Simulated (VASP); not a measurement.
Crystal: ZrO5.

```
CELL_PARAMETERS angstrom
2.87895 0.00000 0.00000
0.00000 2.87895 0.00000
0.00000 0.00000 10.66141
ATOMIC_POSITIONS crystal
Zr 0.50000 0.50000 0.00000
O 0.50000 0.50000 0.44104
O 0.50000 0.50000 0.55896
O 0.00000 0.00000 0.10423
O 0.00000 0.00000 0.89577
O 0.00000 0.00000 0.50000
```

The cell was built from a structure type or drawn by symmetry, and may not be a known phase.

```yaml
Program: VASP 6.6.1
Task: relaxation of cell and atoms
Functional: PBE
Potentials_or_basis: VASP PAW PBE potentials, release 64 (Zr_sv, O)
Cutoff: 600 eV
k_mesh: 14 × 14 × 4
Occupations: gaussian, width 0.1 eV
Spin: no spin polarisation
```

At the start: pressure 0.5 GPa; volume 14.73 Å³/atom.

Problem. How do energy, volume and symmetry change on relaxing?

Solution. Over 28 steps the energy falls by 3.1 meV/atom and the volume is 13.59 Å³/atom (-7.7 %); space group P4/mmm (No. 123, to 0.1 Å) before and after.

Step by step:
```csv
step,energy change (eV),largest force (eV/Å),pressure (GPa),volume (Å³)
1,0.0000,0.8465,0.51,88.37
2,0.0569,1.7743,-3.51,88.96
3,-0.0094,0.0590,-0.69,88.52
4,-0.0094,0.0572,-0.66,88.52
5,-0.0108,0.0577,0.03,87.88
6,-0.0108,0.0453,-0.04,87.95
7,-0.0109,0.0178,-0.07,87.86
8,-0.0110,0.0319,-0.09,87.77
9,-0.0111,0.0209,-0.08,87.73
10,-0.0112,0.0197,0.00,87.60
11,-0.0114,0.0785,0.14,87.34
12,-0.0115,0.0739,0.13,87.30
13,-0.0118,0.0668,0.11,87.18
14,-0.0124,0.0495,0.08,86.95
15,-0.0134,0.0173,0.01,86.47
16,-0.0151,0.0430,-0.13,85.53
17,-0.0164,0.1372,-0.32,83.62
18,-0.0166,0.1337,-0.31,83.46
19,-0.0172,0.1268,-0.25,82.99
20,-0.0177,0.1153,-0.14,82.03
21,-0.0178,0.1105,-0.09,81.69
22,-0.0181,0.0815,-0.11,81.67
23,-0.0186,0.0359,-0.16,81.61
24,-0.0186,0.0393,-0.16,81.61
25,-0.0186,0.0112,-0.06,81.56
26,-0.0186,0.0231,0.00,81.54
27,-0.0186,0.0106,-0.02,81.55
28,-0.0186,0.0091,-0.02,81.55
```

Final structure:
```
Zr O
1.0
     2.87065    0.00000    0.00000
     0.00000    2.87065    0.00000
     0.00000    0.00000    9.89633
Zr O
1 5
Direct
  0.50000 0.50000 0.00000
  0.50000 0.50000 0.43516
  0.50000 0.50000 0.56484
  0.00000 0.00000 0.11236
  0.00000 0.00000 0.88764
  0.00000 0.00000 0.50000
```

Caveat: the standard files for N, O and F lose accuracy on very short bonds.
